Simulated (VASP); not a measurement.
# MgC2 (P4_2/mnm) in VASP: notebook

The runs below take MgC2 through single point, with PBE, LDA.

All numbers are computed with VASP 6.6.1; they aren't measurements. Logs are shortened: lines on timing, memory, paths and dates and some standing lists are left out, and cuts for length are marked.

### 1 The cell of the first run

The structure is tetragonal, space group P4_2/mnm (No. 136). Conventional cell: a = 3.951 Å, b = 3.951 Å, c = 5.037 Å, α = 90.00°, β = 90.00°, γ = 90.00°. Within 2.9 Å of Mg (site symmetry mmm) lie 10 C at 2.17 to 2.86 Å. C (site symmetry m2m) has 1 C at 1.26 Å within 1.7 Å.

### 2 Single point, PBE

Input file INCAR:

```
SYSTEM = MgC2
PREC = Accurate
ENCUT = 840
EDIFF = 1E-6
ISMEAR = -1
SIGMA = 0.05
LREAL = .FALSE.
LASPH = .TRUE.
NELM = 120
ALGO = Normal
ISIF = 2
LWAVE = .FALSE.
LCHARG = .TRUE.
GGA = PE
LELF = .TRUE.
LVHAR = .TRUE.
NBANDS = 27
GGA_COMPAT = .FALSE.
```

Input file KPOINTS:

```
regular mesh
0
G
  5 5 5
  0 0 0
```

Input file POSCAR:

```
MgC2
1.0
    3.9507770000      0.0000000000      0.0000000000
    0.0000000000      3.9507770000      0.0000000000
    0.0000000000      0.0000000000      5.0369598900
Mg C
2 4
Direct
    0.0000000000      0.0000000000      0.5000000000
    0.5000000000      0.5000000000      0.0000000000
    0.3876550000      0.6123450000      0.5000000000
    0.1123450000      0.1123450000      0.0000000000
    0.6123450000      0.3876550000      0.5000000000
    0.8876550000      0.8876550000      0.0000000000
```

Potentials or basis: VASP PAW PBE potentials, release 64 (Mg_sv, C).

The run is started by

```console
> cat potpaw_PBE.64/Mg_sv/POTCAR potpaw_PBE.64/C/POTCAR > POTCAR
> mpirun -np 1 vasp_std > vasp.out
```

OUTCAR:

```text
SYSTEM = MgC2
   PREC = Accurate
   ENCUT = 840
   EDIFF = 1E-6
   ISMEAR = -1
   LREAL = .FALSE.
   LASPH = .TRUE.
   NELM = 120
   ISIF = 2
   GGA = PE

 ion  position               nearest neighbor table
   1  0.000  0.000  0.500-   3 2.17   5 2.17
   2  0.500  0.500  0.000-   4 2.17   6 2.17
   3  0.388  0.612  0.500-   5 1.26   1 2.17
   4  0.112  0.112  0.000-   6 1.26   2 2.17
   5  0.612  0.388  0.500-   3 1.26   1 2.17
   6  0.888  0.888  0.000-   4 1.26   2 2.17

  LATTYP: Found a simple tetragonal cell.
 ALAT       =     3.9507770000
 C/A-ratio  =     1.2749289292

  Lattice vectors:

 A1 = (   3.9507770000,   0.0000000000,   0.0000000000)
 A2 = (   0.0000000000,   3.9507770000,   0.0000000000)
 A3 = (   0.0000000000,   0.0000000000,   5.0369598900)

Analysis of symmetry for initial positions (statically):
=====================================================================
 Subroutine PRICEL returns:
 Original cell was already a primitive cell.

 Routine SETGRP: Setting up the symmetry group for a
 simple tetragonal supercell.

 Subroutine GETGRP returns: Found 16 space group operations
 (whereof  8 operations were pure point group operations)
 out of a pool of 16 trial point group operations.

The static configuration has the point symmetry D_2h.
 The point group associated with its full space group is D_4h.

Analysis of symmetry for dynamics (positions and initial velocities):
=====================================================================
 Subroutine PRICEL returns:
 Original cell was already a primitive cell.

 Routine SETGRP: Setting up the symmetry group for a
 simple tetragonal supercell.

 Subroutine GETGRP returns: Found 16 space group operations
 (whereof  8 operations were pure point group operations)
 out of a pool of 16 trial point group operations.

The dynamic configuration has the point symmetry D_2h.
 The point group associated with its full space group is D_4h.

 Subroutine INISYM returns: Found 16 space group operations
 (whereof  8 operations are pure point group operations),
 and found     1 'primitive' translations

----------------------------------------------------------------------------------------

                                     Primitive cell

  volume of cell :      78.6201

  direct lattice vectors                    reciprocal lattice vectors
     3.950777000  0.000000000  0.000000000     0.253114767  0.000000000  0.000000000
     0.000000000  3.950777000  0.000000000     0.000000000  0.253114767  0.000000000
     0.000000000  0.000000000  5.036959890     0.000000000  0.000000000  0.198532452

  length of vectors
     3.950777000  3.950777000  5.036959890     0.253114767  0.253114767  0.198532452

  position of ions in fractional coordinates (direct lattice)
     0.000000000  0.000000000  0.500000000
     0.500000000  0.500000000  0.000000000
     0.387655000  0.612345000  0.500000000
     0.112345000  0.112345000  0.000000000
     0.612345000  0.387655000  0.500000000
     0.887655000  0.887655000  0.000000000

  ion indices of the primitive-cell ions
   primitive index   ion index
                 1           1
                 2           2
                 3           3
                 4           4
                 5           5
                 6           6

----------------------------------------------------------------------------------------

 KPOINTS: regular mesh

Automatic generation of k-mesh.
 Grid dimensions read from file:
 generate k-points for:    5    5    5

 Generating k-lattice:

  Cartesian coordinates                     Fractional coordinates (reciprocal lattice)
     0.050622953  0.000000000  0.000000000     0.200000000  0.000000000  0.000000000
     0.000000000  0.050622953  0.000000000     0.000000000  0.200000000  0.000000000
     0.000000000  0.000000000  0.039706490     0.000000000  0.000000000  0.200000000

  Length of vectors
     0.050622953  0.050622953  0.039706490

  Shift w.r.t. Gamma in fractional coordinates (k-lattice)
     0.000000000  0.000000000  0.000000000

 Subroutine IBZKPT returns following result:
 ===========================================

 Found     18 irreducible k-points:

 Following reciprocal coordinates:
            Coordinates               Weight
  0.000000  0.000000  0.000000      1.000000
  0.200000  0.000000  0.000000      4.000000
  0.400000  0.000000  0.000000      4.000000
  0.200000  0.200000  0.000000      4.000000
  0.400000  0.200000  0.000000      8.000000
  0.400000  0.400000  0.000000      4.000000
[... 10 lines left out ...]
  0.400000  0.200000  0.400000     16.000000
  0.400000  0.400000  0.400000      8.000000
   k-points           NKPTS =     18   k-points in BZ     NKDIM =     18   number of bands    NBANDS=     27
   number of dos      NEDOS =    301   number of ions     NIONS =      6
   total plane-waves  NPLWV =  76800
   dimension x,y,z NGX =    40 NGY =   40 NGZ =   48
   dimension x,y,z NGXF=    80 NGYF=   80 NGZF=   96
   ions per type =               2   4
   NGX,Y,Z   is equivalent  to a cutoff of  16.83, 16.83, 15.84 a.u.
   NGXF,Y,Z  is equivalent  to a cutoff of  33.66, 33.66, 31.69 a.u.
 SYSTEM =  MgC2
   PREC   = accura    normal or accurate (medium, high low for compatibility)
   ISTART =      0    job   : 0-new  1-cont  2-samecut
   ICHARG =      2    charge: 1-file 2-atom 10-const
   ISPIN  =      1    spin polarized calculation?
   LNONCOLLINEAR =      F non collinear calculations
   LSORBIT =      F    spin-orbit coupling
   LASPH  =      T    aspherical Exc in radial PAW
   ENCUT  =  840.0 eV  61.74 Ry    7.86 a.u.   9.34  9.34 11.90*2*pi/ulx,y,z
   NELM   =    120;   NELMIN=  2; NELMDL= -5     # of ELM steps
   EDIFF  = 0.1E-05   stopping-criterion for ELM
   LREAL  =      F    real-space projection
   EDIFFG = 0.1E-04   stopping-criterion for IOM
   NSW    =      0    number of steps for IOM
   IBRION =     -1    ionic relax: 0-MD 1-quasi-New 2-CG
   NFREE  =      0    steps in history (QN), initial steepest desc. (CG)
   ISIF   =      2    stress and relaxation
   ISYM   =      2    0-nonsym 1-usesym 2-fastsym
   POTIM  = 0.5000    time-step for ionic-motion
   TEBEG  =    0.0;   TEEND  =   0.0 temperature during run
   PSTRESS=    0.0 pullay stress
   NELECT =      36.0000    total number of electrons
   NUPDOWN=      -1.0000    fix difference up-down
   EMIN   =  10.00;   EMAX   =-10.00  energy-range for DOS
   EFERMI =   0.00;   METHOD = LEGACY
   ISMEAR =    -1;   SIGMA  =   0.05  broadening in eV -4-tet -1-fermi 0-gaus
   EFERMI_NEDOS =   21; number of points for ismear=-14 and -15
   IALGO  =     38    algorithm
   IMIX   =      4    mixing-type and parameters
     AMIX     =   0.40;   BMIX     =  1.00
     AMIX_MAG =   1.60;   BMIX_MAG =  1.00
  volume/ion in A,a.u.               =      13.10        88.43
  Fermi-wavevector in a.u.,A,eV,Ry     =   1.261821  2.384496 21.663098  1.592193
  Thomas-Fermi vector in A             =   2.395261
   LORBIT       =      0    0 simple, 1 ext, 2 COOP (PROOUT), +10 PAW based schemes
   GGA     = PE    functional components
   LHFCALC =     F    Hartree Fock is set to
   AEXX    =    0.0000 exact exchange contribution
   IVDW    =     0    specifies the selected vdW correction
   LEPSILON=     F    determine dielectric tensor
   LRPA    =     F    only Hartree local field effects (RPA)
 non-spin polarized calculation
  energy-cutoff  :      840.00
  volume of cell :       78.62
 maximum number of plane-waves:      4388
 NGX is ok and might be reduce to    40
   NGX = 19   NGY = 19   NGZ = 23

 number of electron      35.9999983 magnetization

 Free energy of the ion-electron system (eV)
  ---------------------------------------------------
  ext. energy  EPLUGINS =         0.00000000
  ---------------------------------------------------
  free energy    TOTEN  =       -37.39918764 eV

  energy without entropy =      -37.39918764  energy(sigma->0) =      -37.39918764

 E-fermi :   2.0351     XC(G=0):  -9.6116

 val. band max:        0.8378140634   @ k =   0.4000   0.4000   0.4000
 cond. band min:       3.5402954692   @ k =   0.0000   0.0000   0.0000
 fundamental gap:      2.7024814059
 Fermi energy:         2.0350653419

 k-point     1 :       0.0000    0.0000    0.0000
  band No.  band energies     occupation
      1     -72.6373      2.00000
      2     -72.6372      2.00000
      3     -39.4549      2.00000
      4     -39.4549      2.00000
      5     -39.4276      2.00000
      6     -39.4235      2.00000
[... 19 lines left out ...]
     26      11.8366      0.00000
     27      12.2252      0.00000

 k-point     2 :       0.2000    0.0000    0.0000
  band No.  band energies     occupation
      1     -72.6373      2.00000
      2     -72.6372      2.00000
      3     -39.4552      2.00000
      4     -39.4551      2.00000
      5     -39.4271      2.00000
      6     -39.4240      2.00000
[... 19 lines left out ...]
     26      11.1742      0.00000
     27      11.8625      0.00000

 k-point     3 :       0.4000    0.0000    0.0000
  band No.  band energies     occupation
      1     -72.6373      2.00000
      2     -72.6372      2.00000
      3     -39.4555      2.00000
      4     -39.4555      2.00000
      5     -39.4261      2.00000
      6     -39.4249      2.00000
[... 19 lines left out ...]
     26      11.0557      0.00000
     27      11.6802      0.00000

 k-point     4 :       0.2000    0.2000    0.0000
  band No.  band energies     occupation
      1     -72.6373      2.00000
      2     -72.6372      2.00000
      3     -39.4554      2.00000
      4     -39.4553      2.00000
      5     -39.4268      2.00000
      6     -39.4242      2.00000
[... 19 lines left out ...]
     26      11.7063      0.00000
     27      12.6958      0.00000

 k-point     5 :       0.4000    0.2000    0.0000
  band No.  band energies     occupation
      1     -72.6372      2.00000
      2     -72.6372      2.00000
      3     -39.4557      2.00000
      4     -39.4556      2.00000
      5     -39.4260      2.00000
      6     -39.4250      2.00000
[... 19 lines left out ...]
     26      11.9873      0.00000
     27      12.2759      0.00000

 k-point     6 :       0.4000    0.4000    0.0000
  band No.  band energies     occupation
      1     -72.6373      2.00000
      2     -72.6372      2.00000
      3     -39.4560      2.00000
      4     -39.4560      2.00000
      5     -39.4256      2.00000
      6     -39.4253      2.00000
[... 264 lines left out ...]
      1     -72.6373      2.00000
      2     -72.6373      2.00000
      3     -39.4555      2.00000
      4     -39.4555      2.00000
      5     -39.4257      2.00000
      6     -39.4254      2.00000
[... 19 lines left out ...]
     26      11.4997      0.00000
     27      12.1261      0.00000

 k-point    16 :       0.2000    0.2000    0.4000
  band No.  band energies     occupation
      1     -72.6373      2.00000
      2     -72.6372      2.00000
      3     -39.4554      2.00000
      4     -39.4553      2.00000
      5     -39.4260      2.00000
      6     -39.4252      2.00000
[... 19 lines left out ...]
     26      11.1996      0.00000
     27      12.0864      0.00000

 k-point    17 :       0.4000    0.2000    0.4000
  band No.  band energies     occupation
      1     -72.6373      2.00000
      2     -72.6372      2.00000
      3     -39.4557      2.00000
      4     -39.4557      2.00000
      5     -39.4257      2.00000
      6     -39.4254      2.00000
[... 19 lines left out ...]
     26      11.3036      0.00000
     27      12.4053      0.00000

 k-point    18 :       0.4000    0.4000    0.4000
  band No.  band energies     occupation
      1     -72.6372      2.00000
      2     -72.6372      2.00000
      3     -39.4560      2.00000
      4     -39.4560      2.00000
      5     -39.4255      2.00000
      6     -39.4254      2.00000
[... 19 lines left out ...]
     26      11.5276      0.00000
     27      11.7384      0.00000

------------------------ aborting loop because EDIFF is reached ----------------------------------------

  FORCE on cell =-STRESS in cart. coord.  units (eV):
  Direction    XX          YY          ZZ          XY          YZ          ZX
  --------------------------------------------------------------------------------------
  -------------------------------------------------------------------------------------
  Total       -0.3473805     -0.3473805     -0.5545774      0.0000000      0.0000000      0.0000000
  in kB       -7.0791734     -7.0791734    -11.3015813      0.0000000      0.0000000      0.0000000
  external PRESSURE =      -8.4866427 kB  Pullay stress =       0.0000000 kB

 VOLUME and BASIS-vectors are now :
 -----------------------------------------------------------------------------
  energy-cutoff  :      840.00
  volume of cell :       78.62
      direct lattice vectors                 reciprocal lattice vectors
     3.950777000  0.000000000  0.000000000     0.253114767  0.000000000  0.000000000
     0.000000000  3.950777000  0.000000000     0.000000000  0.253114767  0.000000000
     0.000000000  0.000000000  5.036959890     0.000000000  0.000000000  0.198532452

 POSITION                                       TOTAL-FORCE (eV/Angst)
 -----------------------------------------------------------------------------------
      0.00000      0.00000      2.51848        -0.000000      0.000000     -0.000000
      1.97539      1.97539      0.00000        -0.000000      0.000000     -0.000000
      1.53154      2.41924      2.51848         0.004843     -0.004843     -0.000000
      0.44385      0.44385      0.00000        -0.004843     -0.004843     -0.000000
      2.41924      1.53154      2.51848        -0.004843      0.004843      0.000000
      3.50693      3.50693      0.00000         0.004843      0.004843      0.000000
 -----------------------------------------------------------------------------------
    total drift:                                0.000000      0.000000     -0.000000

  FREE ENERGIE OF THE ION-ELECTRON SYSTEM (eV)
  ---------------------------------------------------
  free  energy   TOTEN  =       -37.3991876376 eV

  energy  without entropy=      -37.3991876376  energy(sigma->0) =      -37.39918764
```

Run time: 40 s. Hardware: 1 thread of Intel Xeon 6975P-C (Granite Rapids), shared host; peak memory 0.28 GiB.

Results:

```yaml
Free_energy: -37.3992 eV
Pressure: -0.8 GPa
Largest_force: 0.007 eV/Å
Band_gap_on_the_k_mesh: 2.70 eV (least direct gap 3.00 eV)
```

Forces in eV/Å, atoms in the order of the input:
```
Mg   0.000  0.000  0.000
Mg   0.000  0.000  0.000
C    0.005 -0.005  0.000
C   -0.005 -0.005  0.000
C   -0.005  0.005  0.000
C    0.005  0.005  0.000
```

Levels at points of the mesh, in eV from the valence-band top:
```
           k point  band 14  band 15  band 16  band 17  band 18  band 19  band 20  band 21  band 22  band 23
(0.00, 0.00, 0.00)    -2.89    -1.30    -0.34    -0.30    -0.30     2.70     5.26     5.69     5.69     7.05
```

### 3 Single point, PBE

This run uses another cell than the first one, of 13.49 Å³/atom.

Input file INCAR:

```
PREC = Accurate
ENCUT = 840
EDIFF = 1E-6
ISMEAR = -1
SIGMA = 0.05
LREAL = False
LASPH = True
NELM = 120
ALGO = Normal
ISIF = 2
LWAVE = False
LCHARG = False
GGA = PE
NBANDS = 27
GGA_COMPAT = False
```

Input file KPOINTS:

```
regular mesh
0
Gamma
  5 5 5
```

Changes to POSCAR since step 2:

```diff
@@ -4,3 +4,3 @@
     0.0000000000      3.9507770000      0.0000000000
-    0.0000000000      0.0000000000      5.0369598900
+    0.0000000000      0.0000000000      5.1865725600
 Mg C
```

Potentials or basis: VASP PAW PBE potentials, release 64 (Mg_sv, C).

The run is started by

```console
> cat potpaw_PBE.64/Mg_sv/POTCAR potpaw_PBE.64/C/POTCAR > POTCAR
> mpirun -np 1 vasp_std > vasp.out
```

Wall time 57 s (1 thread of Intel Xeon Platinum 8259CL at 2.50GHz (Skylake/Cascade Lake), shared host); peak memory 0.28 GiB.

It converged, with:

```yaml
Free_energy: -37.3688 eV
Pressure: -2.2 GPa
Largest_force: 0.050 eV/Å
Band_gap_on_the_k_mesh: 2.84 eV (least direct gap 3.10 eV)
```

Forces on the atoms (eV/Å):
```
Mg   0.000  0.000  0.000
Mg   0.000  0.000  0.000
C   -0.035  0.035  0.000
C    0.035  0.035  0.000
C    0.035 -0.035  0.000
C   -0.035 -0.035  0.000
```

Stress tensor (GPa, compression positive):
```
-1.56  0.00  0.00
 0.00 -1.56  0.00
 0.00  0.00 -3.40
```

Levels at points of the mesh, in eV from the valence-band top:
| k point | band 15 | band 16 | band 17 | band 18 | band 19 | band 20 | band 21 | band 22 |
| --- | --- | --- | --- | --- | --- | --- | --- | --- |
| (0.00, 0.00, 0.00) | -1.36 | -0.27 | -0.27 | -0.25 | 2.84 | 5.16 | 5.81 | 5.81 |

A k mesh can miss the band edges.

### 4 Single point, LDA

This run uses another cell than the first one, of 11.06 Å³/atom.

Input file INCAR:

```
SYSTEM = MgC2
ALGO     = Normal         ! electronic algorithm
EDIFF    = 1E-6           ! SCF threshold, eV
ENCUT    = 1300           ! plane-wave cutoff, eV
GGA_COMPAT= .FALSE.      
ISIF     = 2              ! what is computed and relaxed
ISMEAR   = -1             ! smearing method
LASPH    = .TRUE.         ! aspherical terms in the spheres
LCHARG   = .FALSE.        ! write CHGCAR
LREAL    = .FALSE.        ! projectors in reciprocal space
LWAVE    = .FALSE.        ! write WAVECAR
NBANDS   = 27             ! bands
NELM     = 120            ! most SCF steps
PREC     = Accurate       ! precision mode
SIGMA    = 0.05           ! smearing width, eV
```

Input file KPOINTS:

```
k-points
0
G
  5 5 5
  0 0 0
```

Input file POSCAR:

```
MgC2
1.0
    3.7915546684      0.0000000000      0.0000000000
    0.0000000000      3.7915546684      0.0000000000
    0.0000000000      0.0000000000      4.6167943881
Mg C
2 4
Direct
    0.0000000000      0.0000000000      0.5000000000
    0.5000000000      0.5000000000      0.0000000000
    0.3846816046      0.6153183954      0.5000000000
    0.1153183954      0.1153183954      0.0000000000
    0.6153183954      0.3846816046      0.5000000000
    0.8846816046      0.8846816046      0.0000000000
```

Potentials or basis: VASP PAW LDA potentials, release 64 (Mg_sv, C_h).

The run is started by

```console
> cat potpaw_LDA.64/Mg_sv/POTCAR potpaw_LDA.64/C_h/POTCAR > POTCAR
> mpirun -np 1 vasp_std > vasp.out
```

It took 67 s on 1 thread of Intel Xeon Platinum 8488C (Sapphire Rapids), shared host; peak memory 0.31 GiB.

It converged, with:

| Property | Result |
| --- | --- |
| Free energy | -40.7777 eV |
| Pressure | 10.3 GPa |
| Largest force | 0.031 eV/Å |
| Band gap on the k mesh | 1.92 eV (least direct gap 2.23 eV) |

Forces on the atoms (eV/Å):
```
Mg   0.000  0.000  0.000
Mg   0.000  0.000  0.000
C   -0.022  0.022  0.000
C    0.022  0.022  0.000
C    0.022 -0.022  0.000
C   -0.022 -0.022  0.000
```

Stress tensor (GPa, compression positive):
```
10.40  0.00  0.00
 0.00 10.40  0.00
 0.00  0.00 10.21
```

Levels at points of the mesh, in eV from the valence-band top:
```csv
k point,band 14,band 15,band 16,band 17,band 18,band 19,band 20,band 21,band 22,band 23
"(0.00, 0.00, 0.00)",-3.05,-1.38,-0.52,-0.31,-0.31,1.92,5.31,5.41,5.41,7.57
```

Caveat: the cell stands under pressure. A k mesh can miss the band edges.

(Continued in part 2 of 2.)
